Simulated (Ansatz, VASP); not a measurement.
## One calculation of Rh, two programs

```
Rh
1.0
    -1.52182    1.52182    1.52182
     1.52182   -1.52182    1.52182
     1.52182    1.52182   -1.52182
Rh
1
Direct
  0.00000 0.00000 0.00000
```

Alike in both runs: task single point; functional r2SCAN; k mesh 20 × 20 × 20; occupations gaussian, width 0.05 eV; no spin polarisation.

```csv
,VASP,Ansatz
version,VASP 6.6.1,Ansatz 0.2.0
potentials or method,"VASP PAW PBE potentials, release 64 (Rh_pv), cutoff 550 eV","scalar-relativistic, plane waves, PAW"
valence electrons in the cell,15,17
```

|  | VASP | Ansatz | Ansatz less VASP |
| --- | --- | --- | --- |
| pressure (GPa) | 1.2 | 0.0 | -1.29 |

VASP's potentials were made for PBE, not for r2SCAN. VASP's potentials hold 15 valence electrons a cell and Ansatz's 17, so a difference there can come from the potentials and not from the codes.
